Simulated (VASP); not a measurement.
The system is SnO2.

```
Sn O
1.0
     0.00000    2.57205    2.57205
     2.57205    0.00000    2.57205
     2.57205    2.57205    0.00000
Sn O
1 2
Direct
  0.00000 0.00000 0.00000
  0.25000 0.25000 0.25000
  0.75000 0.75000 0.75000
```

```yaml
Program: VASP 6.6.1
Task: relaxation of cell and atoms
Functional: LDA
Potentials_or_basis: VASP PAW LDA potentials, release 64 (Sn_d, O)
Cutoff: 600 eV
k_mesh: 8 × 8 × 8
Occupations: fermi-dirac, width 0.02 eV
Spin: no spin polarisation
```

At the start: pressure -11.3 GPa; volume 11.34 Å³/atom.

Q: Where does the relaxation end?

A: Over 6 steps the energy falls by 24.0 meV/atom and the volume is 10.70 Å³/atom (-5.7 %); space group Fm-3m (No. 225, to 0.05 Å).

The path:
| step | energy change (eV) | largest force (eV/Å) | pressure (GPa) | volume (Å³) |
| --- | --- | --- | --- | --- |
| 1 | 0.0000 | 0.0000 | -11.27 | 34.03 |
| 2 | 0.0123 | 0.0000 | 15.47 | 30.25 |
| 3 | -0.0720 | 0.0000 | -0.20 | 32.12 |
| 4 | -0.0720 | 0.0000 | 0.13 | 32.09 |
| 5 | -0.0720 | 0.0000 | -0.20 | 32.12 |
| 6 | -0.0720 | 0.0000 | 0.01 | 32.10 |

Final structure:
```xyz
3
Lattice="0.0000 2.5225 2.5225 2.5225 0.0000 2.5225 2.5225 2.5225 0.0000" Properties=species:S:1:pos:R:3 pbc="T T T"
Sn    2.5225    2.5225    0.0000
O     1.2612    1.2612    1.2612
O     3.7837    3.7837    3.7837
```
